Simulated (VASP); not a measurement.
# Hf4Si4O15 (a cell with a defect) in VASP: notebook

Hf4Si4O15 (a cell with a defect) is run at these levels: PBE; tasks: single point.

Program: VASP 6.6.1. These are calculated values, not measurements. Logs are shortened: lines on timing, memory, paths and dates and some standing lists are left out, and cuts for length are marked.

### 1 The cell of the first run

The cell holds a defect, 23 atoms: a = 6.647 Å, b = 6.647 Å, c = 6.015 Å, α = 90.00°, β = 90.00°, γ = 90.00°.

### 2 Single point, PBE

File INCAR:

```
SYSTEM = Hf4Si4O15
  PREC = Accurate
  ENCUT = 520
  EDIFF = 1E-6
  ISMEAR = 0
  SIGMA = 0.01
  LREAL = .FALSE.
  LASPH = .TRUE.
  NELM = 120
  ALGO = Normal
  ISIF = 2
  LWAVE = .FALSE.
  LCHARG = .FALSE.
  GGA = PE
  NBANDS = 90
  GGA_COMPAT = .FALSE.
```

File KPOINTS:

```
Automatic mesh
0
Gamma
  1 1 1
  0.25 0.25 0.25
```

File POSCAR:

```
Hf4Si4O15
1.0
    6.6465279200      0.0000000000      0.0000000000
    0.0000000000      6.6465279200      0.0000000000
    0.0000000000      0.0000000000      6.0147349600
Hf Si O
4 4 15
Direct
    0.0003852603      0.0006341848     -0.0032407069
    0.5052603044      0.5006502912      0.5082992974
   -0.0083343069      0.5005079110      0.2373001284
    0.4993899332     -0.0005187516      0.7530103930
    0.0298984022      0.5007576869      0.7284909182
    0.4994815784      0.0002388676      0.2529740036
   -0.0010413893      0.0000679624      0.4982891301
    0.4905206627      0.4995251167      0.0070015163
    0.0015382014      0.8154325533      0.3172739363
    0.4909868080      0.3175774951      0.8218577433
    0.6835796388      0.0009769156      0.0709143206
    0.3165930152      0.0003693282      0.0700362548
    0.8210364783      0.5007885527      0.5651921332
    0.0006356854      0.1854392373      0.3176799139
    0.4926926381      0.6826778516      0.8233227054
    0.3129041313      0.4996793386      0.1998358459
    0.8139677979     -0.0006709314      0.6796114154
    0.0022386757      0.6822767678      0.9269917473
    0.4980201442      0.1843099544      0.4356579092
    0.0055784940      0.3169824392      0.9239923898
    0.4984399791      0.8150724365      0.4344479270
    0.1834943369     -0.0009903017      0.6799641279
    0.6785530406      0.4982150938      0.1821864498
```

Potentials or basis: VASP PAW PBE potentials, release 64 (Hf_pv, Si, O).

Started as:

```sh
> cat potpaw_PBE.64/Hf_pv/POTCAR potpaw_PBE.64/Si/POTCAR potpaw_PBE.64/O/POTCAR > POTCAR
> mpirun -np 1 vasp_std > vasp.out
```

OUTCAR:

```text
SYSTEM = Hf4Si4O15
   PREC = Accurate
   ENCUT = 520
   EDIFF = 1E-6
   ISMEAR = 0
   LREAL = .FALSE.
   LASPH = .TRUE.
   NELM = 120
   ISIF = 2
   GGA = PE

 ion  position               nearest neighbor table
   1  0.000  0.001  0.997-  12 2.15  20 2.15  11 2.15  18 2.16  22 2.26  17 2.27   9 2.29  14 2.29
                             7 3.00   7 3.02   3 3.62   3 3.63   4 3.63   4 3.64
   2  0.505  0.501  0.508-  13 2.13  21 2.14  19 2.15  10 2.25  15 2.25  16 2.25  23 2.27   8 3.00
                             8 3.02   5 3.43   3 3.62   4 3.63   4 3.64   3 3.78
   3  0.992  0.501  0.237-  23 2.11  16 2.15   9 2.15  14 2.15  18 2.22  20 2.25  13 2.28   5 2.97
                             5 3.07   2 3.62   1 3.62   1 3.63   2 3.78
   4  0.499  0.999  0.753-  17 2.14  22 2.15  15 2.15  10 2.16  12 2.26  19 2.27  11 2.27  21 2.27
                             6 3.01   6 3.01   1 3.63   2 3.63   1 3.64   2 3.64
   5  0.030  0.501  0.728-  13 1.70  20 1.70  18 1.71   3 2.97   3 3.07   2 3.43
   6  0.499  0.000  0.253-  12 1.64  11 1.64  19 1.64  21 1.65   4 3.01   4 3.01
   7  0.999  0.000  0.498-   9 1.64  14 1.64  22 1.64  17 1.64   1 3.00   1 3.02
   8  0.491  0.500  0.007-  23 1.63  10 1.64  15 1.64  16 1.65   2 3.00   2 3.02
   9  0.002  0.815  0.317-   7 1.64   3 2.15   1 2.29
  10  0.491  0.318  0.822-   8 1.64   4 2.16   2 2.25
  11  0.684  0.001  0.071-   6 1.64   1 2.15   4 2.27
  12  0.317  0.000  0.070-   6 1.64   1 2.15   4 2.26
  13  0.821  0.501  0.565-   5 1.70   2 2.13   3 2.28
  14  0.001  0.185  0.318-   7 1.64   3 2.15   1 2.29
  15  0.493  0.683  0.823-   8 1.64   4 2.15   2 2.25
  16  0.313  0.500  0.200-   8 1.65   3 2.15   2 2.25
  17  0.814  0.999  0.680-   7 1.64   4 2.14   1 2.27
  18  0.002  0.682  0.927-   5 1.71   1 2.16   3 2.22
  19  0.498  0.184  0.436-   6 1.64   2 2.15   4 2.27
  20  0.006  0.317  0.924-   5 1.70   1 2.15   3 2.25
  21  0.498  0.815  0.434-   6 1.65   2 2.14   4 2.27
  22  0.183  0.999  0.680-   7 1.64   4 2.15   1 2.26
  23  0.679  0.498  0.182-   8 1.63   3 2.11   2 2.27

  LATTYP: Found a simple tetragonal cell.
 ALAT       =     6.6465279200
 C/A-ratio  =     0.9049439094

  Lattice vectors:

 A1 = (   6.6465279200,   0.0000000000,   0.0000000000)
 A2 = (   0.0000000000,   6.6465279200,   0.0000000000)
 A3 = (   0.0000000000,   0.0000000000,   6.0147349600)

Analysis of symmetry for initial positions (statically):
=====================================================================
 Subroutine PRICEL returns:
 Original cell was already a primitive cell.

 Routine SETGRP: Setting up the symmetry group for a
 simple tetragonal supercell.

 Subroutine GETGRP returns: Found  1 space group operations
 (whereof  1 operations were pure point group operations)
 out of a pool of 16 trial point group operations.

The static configuration has the point symmetry C_1 .

Analysis of symmetry for dynamics (positions and initial velocities):
=====================================================================
 Subroutine PRICEL returns:
 Original cell was already a primitive cell.

 Routine SETGRP: Setting up the symmetry group for a
 simple tetragonal supercell.

 Subroutine GETGRP returns: Found  1 space group operations
 (whereof  1 operations were pure point group operations)
 out of a pool of 16 trial point group operations.

The dynamic configuration has the point symmetry C_1 .

 Subroutine INISYM returns: Found  1 space group operations
 (whereof  1 operations are pure point group operations),
 and found     1 'primitive' translations

----------------------------------------------------------------------------------------

                                     Primitive cell

  volume of cell :     265.7089

  direct lattice vectors                    reciprocal lattice vectors
     6.646527920  0.000000000  0.000000000     0.150454495  0.000000000  0.000000000
     0.000000000  6.646527920  0.000000000     0.000000000  0.150454495  0.000000000
     0.000000000  0.000000000  6.014734960     0.000000000  0.000000000  0.166258365

  length of vectors
     6.646527920  6.646527920  6.014734960     0.150454495  0.150454495  0.166258365

  position of ions in fractional coordinates (direct lattice)
     0.000385260  0.000634185  0.996759293
     0.505260304  0.500650291  0.508299297
     0.991665693  0.500507911  0.237300128
     0.499389933  0.999481248  0.753010393
     0.029898402  0.500757687  0.728490918
     0.499481578  0.000238868  0.252974004
[... 15 lines left out ...]
     0.183494337  0.999009698  0.679964128
     0.678553041  0.498215094  0.182186450

  ion indices of the primitive-cell ions
   primitive index   ion index
                 1           1
                 2           2
                 3           3
                 4           4
                 5           5
                 6           6
[... 15 lines left out ...]
                22          22
                23          23

----------------------------------------------------------------------------------------

 KPOINTS: Automatic mesh

Automatic generation of k-mesh.
 Grid dimensions read from file:
 generate k-points for:    1    1    1

 Generating k-lattice:

  Cartesian coordinates                     Fractional coordinates (reciprocal lattice)
     0.150454495  0.000000000  0.000000000     1.000000000  0.000000000  0.000000000
     0.000000000  0.150454495  0.000000000     0.000000000  1.000000000  0.000000000
     0.000000000  0.000000000  0.166258365     0.000000000  0.000000000  1.000000000

  Length of vectors
     0.150454495  0.150454495  0.166258365

  Shift w.r.t. Gamma in fractional coordinates (k-lattice)
     0.250000000  0.250000000  0.250000000

 Subroutine IBZKPT returns following result:
 ===========================================

 Found      4 irreducible k-points:

 Following reciprocal coordinates:
            Coordinates               Weight
  0.250000  0.250000  0.250000      2.000000
 -0.250000  0.250000  0.250000      2.000000
 -0.250000 -0.250000  0.250000      2.000000
  0.250000 -0.250000  0.250000      2.000000
   k-points           NKPTS =      4   k-points in BZ     NKDIM =      4   number of bands    NBANDS=     90
   number of dos      NEDOS =    301   number of ions     NIONS =     23
   total plane-waves  NPLWV = 120000
   dimension x,y,z NGX =    50 NGY =   50 NGZ =   48
   dimension x,y,z NGXF=   100 NGYF=  100 NGZF=   96
   ions per type =               4   4  15
   NGX,Y,Z   is equivalent  to a cutoff of  12.51, 12.51, 13.27 a.u.
   NGXF,Y,Z  is equivalent  to a cutoff of  25.01, 25.01, 26.53 a.u.
 SYSTEM =  Hf4Si4O15
   PREC   = accura    normal or accurate (medium, high low for compatibility)
   ISTART =      0    job   : 0-new  1-cont  2-samecut
   ICHARG =      2    charge: 1-file 2-atom 10-const
   ISPIN  =      1    spin polarized calculation?
   LNONCOLLINEAR =      F non collinear calculations
   LSORBIT =      F    spin-orbit coupling
   LASPH  =      T    aspherical Exc in radial PAW
   ENCUT  =  520.0 eV  38.22 Ry    6.18 a.u.  12.36 12.36 11.18*2*pi/ulx,y,z
   NELM   =    120;   NELMIN=  2; NELMDL= -5     # of ELM steps
   EDIFF  = 0.1E-05   stopping-criterion for ELM
   LREAL  =      F    real-space projection
   EDIFFG = 0.1E-04   stopping-criterion for IOM
   NSW    =      0    number of steps for IOM
   IBRION =     -1    ionic relax: 0-MD 1-quasi-New 2-CG
   NFREE  =      0    steps in history (QN), initial steepest desc. (CG)
   ISIF   =      2    stress and relaxation
   ISYM   =      2    0-nonsym 1-usesym 2-fastsym
   POTIM  = 0.5000    time-step for ionic-motion
   TEBEG  =    0.0;   TEEND  =   0.0 temperature during run
   PSTRESS=    0.0 pullay stress
   NELECT =     146.0000    total number of electrons
   NUPDOWN=      -1.0000    fix difference up-down
   EMIN   =  10.00;   EMAX   =-10.00  energy-range for DOS
   EFERMI =   0.00;   METHOD = LEGACY
   ISMEAR =     0;   SIGMA  =   0.01  broadening in eV -4-tet -1-fermi 0-gaus
   EFERMI_NEDOS =   21; number of points for ismear=-14 and -15
   IALGO  =     38    algorithm
   IMIX   =      4    mixing-type and parameters
     AMIX     =   0.40;   BMIX     =  1.00
     AMIX_MAG =   1.60;   BMIX_MAG =  1.00
  volume/ion in A,a.u.               =      11.55        77.96
  Fermi-wavevector in a.u.,A,eV,Ry     =   1.340881  2.533899 24.462774  1.797963
  Thomas-Fermi vector in A             =   2.469159
   LORBIT       =      0    0 simple, 1 ext, 2 COOP (PROOUT), +10 PAW based schemes
   GGA     = PE    functional components
   LHFCALC =     F    Hartree Fock is set to
   AEXX    =    0.0000 exact exchange contribution
   IVDW    =     0    specifies the selected vdW correction
   LEPSILON=     F    determine dielectric tensor
   LRPA    =     F    only Hartree local field effects (RPA)
 non-spin polarized calculation
 Gauss-broadening in eV      SIGMA  =   0.01
  energy-cutoff  :      520.00
  volume of cell :      265.71
 maximum number of plane-waves:      7149
 NGX is ok and might be reduce to    50
   NGX = 25   NGY = 25   NGZ = 23

 number of electron     145.9999986 magnetization

 Free energy of the ion-electron system (eV)
  ---------------------------------------------------
  ext. energy  EPLUGINS =         0.00000000
  ---------------------------------------------------
  free energy    TOTEN  =      -206.74576310 eV

  energy without entropy =     -206.74576310  energy(sigma->0) =     -206.74576310

 E-fermi :   4.4681     XC(G=0): -10.8079

 val. band max:        4.4069927054   @ k =  -0.2500  -0.2500   0.2500
 cond. band min:       7.8667036092   @ k =   0.2500  -0.2500   0.2500
 fundamental gap:      3.4597109038
 Fermi energy:         4.4680565345

 k-point     1 :       0.2500    0.2500    0.2500
  band No.  band energies     occupation
      1     -26.7554      2.00000
      2     -26.7105      2.00000
      3     -26.6768      2.00000
      4     -26.6584      2.00000
      5     -26.6323      2.00000
      6     -26.5872      2.00000
[... 77 lines left out ...]
     84       9.5309      0.00000
     85       9.7643      0.00000

 k-point     2 :      -0.2500    0.2500    0.2500
  band No.  band energies     occupation
      1     -26.7554      2.00000
      2     -26.7104      2.00000
      3     -26.6769      2.00000
      4     -26.6581      2.00000
      5     -26.6327      2.00000
      6     -26.5871      2.00000
[... 77 lines left out ...]
     84       9.5932      0.00000
     85       9.7015      0.00000

 k-point     3 :      -0.2500   -0.2500    0.2500
  band No.  band energies     occupation
      1     -26.7554      2.00000
      2     -26.7104      2.00000
      3     -26.6768      2.00000
      4     -26.6584      2.00000
      5     -26.6323      2.00000
      6     -26.5872      2.00000
[... 77 lines left out ...]
     84       9.5896      0.00000
     85       9.7025      0.00000

 k-point     4 :       0.2500   -0.2500    0.2500
  band No.  band energies     occupation
      1     -26.7555      2.00000
      2     -26.7104      2.00000
      3     -26.6768      2.00000
      4     -26.6580      2.00000
      5     -26.6328      2.00000
      6     -26.5871      2.00000
[... 77 lines left out ...]
     84       9.5349      0.00000
     85       9.7558      0.00000
 [bands above 85 left out]

------------------------ aborting loop because EDIFF is reached ----------------------------------------

  FORCE on cell =-STRESS in cart. coord.  units (eV):
  Direction    XX          YY          ZZ          XY          YZ          ZX
  --------------------------------------------------------------------------------------
  -------------------------------------------------------------------------------------
  Total       -6.0389839     -6.2692034     -8.4921147      0.0005516      0.0744285      2.2056041
  in kB      -36.4139917    -37.8021742    -51.2059318      0.0033259      0.4487906     13.2993977
  external PRESSURE =     -41.8073659 kB  Pullay stress =       0.0000000 kB

 VOLUME and BASIS-vectors are now :
 -----------------------------------------------------------------------------
  energy-cutoff  :      520.00
  volume of cell :      265.71
      direct lattice vectors                 reciprocal lattice vectors
     6.646527920  0.000000000  0.000000000     0.150454495  0.000000000  0.000000000
     0.000000000  6.646527920  0.000000000     0.000000000  0.150454495  0.000000000
     0.000000000  0.000000000  6.014734960     0.000000000  0.000000000  0.166258365

 POSITION                                       TOTAL-FORCE (eV/Angst)
 -----------------------------------------------------------------------------------
      0.00256      0.00422      5.99524         0.079128     -0.026557     -0.025976
      3.35823      3.32759      3.05729         0.259682     -0.097830     -0.015364
      6.59113      3.32664      1.42730        -0.009512     -0.020221     -0.075867
      3.31921      6.64308      4.52916        -0.081586      0.070724     -0.003461
      0.19872      3.32830      4.38168         0.015502      0.014881      0.021394
      3.31982      0.00159      1.52157        -0.029716      0.025230     -0.001015
[... 15 lines left out ...]
      1.21960      6.63995      4.08980         0.119060      0.003815      0.132111
      4.51002      3.31140      1.09580         0.067605      0.026062      0.115367
 -----------------------------------------------------------------------------------
    total drift:                                0.001304      0.000122      0.000377

  FREE ENERGIE OF THE ION-ELECTRON SYSTEM (eV)
  ---------------------------------------------------
  free  energy   TOTEN  =      -206.7457630976 eV

  energy  without entropy=     -206.7457630976  energy(sigma->0) =     -206.74576310
```

It took 2.9 min on 1 thread of Intel Xeon Platinum 8259CL at 2.50GHz (Skylake/Cascade Lake), shared host; peak memory 0.37 GiB.

What came out:

* Free energy: -206.7458 eV
* Pressure: -4.2 GPa
* Largest force: 0.278 eV/Å
* Band gap on the k mesh: 3.46 eV

Forces on the atoms (eV/Å):
```
Hf   0.079 -0.027 -0.026
Hf   0.260 -0.098 -0.015
Hf  -0.010 -0.020 -0.076
Hf  -0.082  0.071 -0.003
Si   0.016  0.015  0.021
Si  -0.030  0.025 -0.001
Si   0.026  0.019  0.011
Si   0.007 -0.021  0.000
O   -0.038 -0.153 -0.138
O    0.003 -0.158 -0.121
O    0.123 -0.014 -0.142
O   -0.127 -0.014 -0.114
O   -0.122 -0.003 -0.149
O   -0.003  0.121 -0.123
O   -0.031  0.162 -0.164
O   -0.155  0.016  0.075
O   -0.108  0.019  0.145
O    0.033  0.137  0.088
O    0.012  0.120  0.114
O   -0.053 -0.120  0.227
O    0.013 -0.104  0.142
O    0.119  0.004  0.132
O    0.068  0.026  0.115
```

Caveat: spin-orbit coupling is left out, which moves the levels of the heavy elements.

### 3 Single point, PBE

File INCAR:

```
PREC     = Accurate       # precision mode
ENCUT    = 520            # plane-wave cutoff, eV
EDIFF    = 1E-6           # SCF threshold, eV
ISMEAR   = 0              # smearing method
SIGMA    = 0.01           # smearing width, eV
LREAL    = False          # projectors in reciprocal space
LASPH    = True           # aspherical terms in the spheres
NELM     = 120            # most SCF steps
ALGO     = Normal         # electronic algorithm
ISIF     = 2              # what is computed and relaxed
LWAVE    = False          # write WAVECAR
LCHARG   = False          # write CHGCAR
GGA      = PE             # functional
NELECT   = 144.0        
NBANDS   = 90             # bands
GGA_COMPAT= False
```

KPOINTS is that of step 2.

File POSCAR:

```
Hf4Si4O15
1.0
    6.6465279200      0.0000000000      0.0000000000
    0.0000000000      6.6465279200      0.0000000000
    0.0000000000      0.0000000000      6.0147349600
Hf Si O
4 4 15
Direct
    0.0079897698     -0.0004558436      0.0011132380
    0.5184385359      0.5009738782      0.4924086044
   -0.0023154103      0.4994430832      0.2394100009
    0.5052604876     -0.0002334202      0.7500889314
   -0.0866470828      0.4991911719      0.7944496662
    0.5075656021      0.0006049498      0.2494667965
    0.0078251161     -0.0004169544      0.5019015224
    0.4838018959      0.5000983605      0.0001165021
    0.0144837954      0.8090545211      0.3237438053
    0.4941180986      0.3223514311      0.8096865269
    0.6929217921      0.0006616827      0.0686464125
    0.3230068016      0.0015340903      0.0677992954
    0.8323262680      0.5016247347      0.5491341109
    0.0142960052      0.1915451444      0.3256305065
    0.4898596905      0.6782061393      0.8100931716
    0.3123440806      0.4996894499      0.2021970071
    0.8209160881     -0.0008023420      0.6804276052
   -0.0046654724      0.6848666602      0.9286346952
    0.5059149457      0.1875674894      0.4305819295
   -0.0026681226      0.3140836007      0.9277849251
    0.5067444676      0.8121716176      0.4289955712
    0.1889822728     -0.0013287423      0.6867300027
    0.6853198845      0.4995692974      0.1620486730
```

Potentials or basis: VASP PAW PBE potentials, release 64 (Hf_pv, Si, O).

Started as:

```sh
> cat potpaw_PBE.64/Hf_pv/POTCAR potpaw_PBE.64/Si/POTCAR potpaw_PBE.64/O/POTCAR > POTCAR
> mpirun -np 1 vasp_std > vasp.out
```

It took 3 min on 1 thread of Intel Xeon Platinum 8259CL at 2.50GHz (Skylake/Cascade Lake), shared host; peak memory 0.36 GiB.

It converged, with:

| Item | Value |
| --- | --- |
| Free energy | -216.1012 eV |
| Largest force | 0.239 eV/Å |

Forces on the atoms (eV/Å):
```
Hf   0.080 -0.023 -0.035
Hf   0.165 -0.089 -0.054
Hf  -0.122  0.039 -0.091
Hf  -0.086  0.063  0.008
Si  -0.036  0.035 -0.027
Si  -0.024  0.013  0.015
Si   0.023 -0.005 -0.009
Si   0.006 -0.033  0.014
O   -0.025 -0.143 -0.109
O   -0.008 -0.108 -0.133
O    0.133 -0.013 -0.148
O   -0.144 -0.023 -0.126
O   -0.104 -0.030 -0.124
O   -0.032  0.131 -0.132
O    0.029  0.125 -0.161
O   -0.112  0.007  0.150
O   -0.125  0.003  0.143
O    0.048  0.136  0.151
O    0.034  0.153  0.108
O    0.032 -0.165  0.170
O    0.008 -0.108  0.133
O    0.131  0.016  0.125
O    0.128  0.018  0.133
```

Levels at points of the mesh, in eV from the Fermi level:
```
           k point  band 69  band 70  band 71  band 72  band 73  band 74  band 75  band 76
(0.25, 0.25, 0.25)    -0.52    -0.42    -0.29    -0.06     3.39     3.95     5.03     5.17
```

Caveat: the cell carries a net charge on a neutralising background, which shifts energy and pressure; the cell is charged against a uniform background, so pressure and absolute levels hang on convention; spin-orbit coupling is left out, which moves the levels of the heavy elements.

[end of part 1 of 2]
